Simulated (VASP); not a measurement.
## KCl (vib): vibrations by perturbation theory with LDA

KCl (vib):

```
K Cl
1.0
     0.00000    3.03906    3.03906
     3.03906    0.00000    3.03906
     3.03906    3.03906    0.00000
K Cl
1 1
Direct
  0.00000 0.00000 0.00000
  0.50000 0.50000 0.50000
```

```yaml
Program: VASP 6.6.1
Task: vibrations by perturbation theory
Functional: LDA
Potentials_or_basis: VASP PAW LDA potentials, release 64 (K_sv, Cl)
Cutoff: 500 eV
k_mesh: 6 × 6 × 6
Occupations: gaussian, width 0.01 eV
Spin: no spin polarisation
Dipole_correction: no
Further_INCAR_settings: ALGO = Normal; EDIFF = 1e-08; NBANDS = 15; IBRION = 8; NSW = 1
```

| Quantity | Value |
| --- | --- |
| Electronic dielectric tensor (diagonal) | 2.51 |
| Born charges (mean of the diagonal) | K +1.11; Cl -1.11 e |
| Highest phonon frequency at Γ, LO-TO splitting left out | 163 cm⁻¹ |

Phonon frequencies in cm⁻¹ (negative: imaginary):
| q point | frequencies |
| --- | --- |
| (0.000, 0.000, 0.000) | 0 0 0 163 163 163 |

Electronic dielectric tensor:
```
2.51 0.00 0.00
0.00 2.51 0.00
0.00 0.00 2.51
```

Born effective charge tensors (e):
atom 1, K
```
1.11 0.00 0.00
0.00 1.11 0.00
0.00 0.00 1.11
```
atom 2, Cl
```
-1.11  0.00  0.00
 0.00 -1.11  0.00
 0.00  0.00 -1.11
```

Wall time 8.6 min on 1 thread of Intel Xeon 8259CL, on a shared host, peak memory 0.22 GiB.
